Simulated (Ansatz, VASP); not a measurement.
GaCo in VASP and in Ansatz

```
Ga Co
1.0
     2.64214    0.00000    0.00000
    -1.32107    2.28816    0.00000
     0.00000    0.00000    4.81184
Ga Co
1 1
Direct
  0.00000 0.00000 0.00000
  0.00000 0.00000 0.50000
```

Alike in both runs: functional PBE; k mesh 6 × 6 × 4; occupations gaussian, width 0.1 eV; collinear spin.

Ansatz relaxed the structure, and its values are those at the end. VASP's run is a single point on that final structure, the one shown.

|  | VASP | Ansatz |
| --- | --- | --- |
| version | VASP 6.6.1 | Ansatz 0.2.0 |
| potentials or method | VASP PAW PBE potentials, release 64 (Ga_d, Co), cutoff 520 eV | scalar-relativistic, plane waves, PAW |
| valence electrons in the cell | 22 | 30 |

|  | VASP | Ansatz | Ansatz less VASP |
| --- | --- | --- | --- |
| gap on the k mesh at the Fermi level (eV) | none | none | - |
| pressure (GPa) | -0.2 | -0.2 | -0.01 |
| net moment per atom (μB) | 0.56 | 0.57 | +0.012 |
| size of the moment on the site where the two differ most (μB) | 1.26 | 1.30 | +0.039 |

Site moments also hang on the region over which each program counts them. A gap of «none» marks a metal or a gap that the smearing closes. VASP's potentials hold 22 valence electrons a cell and Ansatz's 30, so a difference there can come from the potentials and not from the codes.

The k mesh is coarse, so the values compare programs but aren't converged.
